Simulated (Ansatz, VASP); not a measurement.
BiTe in VASP and in Ansatz

```
Bi Te
1.0
     2.42271    1.39875    3.31729
    -2.42271    1.39875    3.31729
     0.00000   -2.79750    3.31729
Bi Te
1 1
Direct
  0.41358 0.50000 0.50000
  0.00000 0.00000 0.00000
```

Change from the starting cell: all Bi atoms moved +0.375 Å, as atom 1 towards its neighbour atom 1 (Bi) at 4.339 Å.

Alike in both runs: task single point; functional PBE; k mesh 12 × 12 × 12; occupations gaussian, width 0.15 eV; no spin polarisation.

```csv
,VASP,Ansatz
version,VASP 6.6.1,Ansatz 0.2.0
potentials or method,"VASP PAW PBE potentials, release 64 (Bi_d, Te), cutoff 520 eV","scalar-relativistic, plane waves, PAW"
valence electrons in the cell,21,31
```

|  | VASP | Ansatz | Ansatz less VASP |
| --- | --- | --- | --- |
| gap on the k mesh at the Fermi level (eV) | none | none | - |
| pressure (GPa) | 1.9 | 2.0 | +0.04 |
| traceless stress, the component that is largest in VASP (GPa) | -1.23 | -1.22 | +0.009 |
| rms of the force components (eV/Å) | 0.395 | 0.394 | -0.0015 |

Atom by atom the forces differ by 0.002 eV/Å (rms over components). A gap of «none» marks a metal or a gap that the smearing closes. The functional is the same, so the differences come from potentials, cutoffs and numerics. VASP's potentials hold 21 valence electrons a cell and Ansatz's 31, so a difference there can come from the potentials and not from the codes.

Neither program's run includes spin-orbit coupling.
